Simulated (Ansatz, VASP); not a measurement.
## BN in VASP and in Ansatz

Contents of INCAR:

```
PREC = Accurate
ENCUT = 520
EDIFF = 1E-6
ISMEAR = 0
SIGMA = 0.05
LREAL = F
LASPH = T
NELM = 60
ALGO = Normal
ISIF = 2
LWAVE = F
LCHARG = F
GGA = PS
NBANDS = 11
```

Contents of KPOINTS:

```
Automatic mesh
0
Gamma
  12 12 12
```

POSCAR

```
BN
1.0
    0.0000000000      3.4953158300      2.1660912400
    1.2516321000      0.0000000000      2.1660912400
    1.2516321000      3.4953158300      0.0000000000
B N
1 1
Direct
    0.0231317035      0.0231317035      0.9768682965
    0.6666513400      0.6666513400      0.3333486600
```

Input for Ansatz:

```yaml
crystal:
  lattice:
    - [0.0, 3.49531583, 2.16609124]
    - [1.2516321, 0.0, 2.16609124]
    - [1.2516321, 3.49531583, 0.0]
  atoms:
    - { symbol: B, position: [0.0231317035, 0.0231317035, 0.9768682965] }
    - { symbol: "N", position: [0.66665134, 0.66665134, 0.33334866] }
basis:
  ecutwfc: 420
kpoints:
  mp_grid: { grid: [12, 12, 12] }
hamiltonian:
  xc: pbesol
scf:
  occupations: { method: gaussian, width: 0.05 }
output:
  forces: true
  stress: true
  eigenvalues: true
  write_density: true
  write_potential: true
  elf: true
  volumetric_format: npy
```

Alike in both runs: task single point; functional PBEsol; k mesh 12 × 12 × 12; occupations gaussian, width 0.05 eV; no spin polarisation.

|  | VASP | Ansatz |
| --- | --- | --- |
| version | VASP 6.6.1 | Ansatz 0.2.0 |
| potentials or method | VASP PAW PBE potentials, release 64 (B, N), cutoff 520 eV | scalar-relativistic, plane waves, PAW |
| valence electrons in the cell | 8 | 8 |

|  | VASP | Ansatz | Ansatz less VASP |
| --- | --- | --- | --- |
| gap on the k mesh at the Fermi level (eV) | 4.22 | 4.23 | +0.010 |
| least direct gap on the mesh (eV) | 4.68 | 4.68 | +0.007 |
| pressure (GPa) | 4.0 | 3.8 | -0.23 |
| traceless stress, the component that is largest in VASP (GPa) | 12.22 | 11.93 | -0.292 |
| rms of the force components (eV/Å) | 2.045 | 2.047 | +0.0020 |

VASP's potentials were made for PBE, not for PBEsol. Atom by atom the forces differ by 0.002 eV/Å (rms over components). The functional is the same, so the differences come from potentials, cutoffs and numerics.
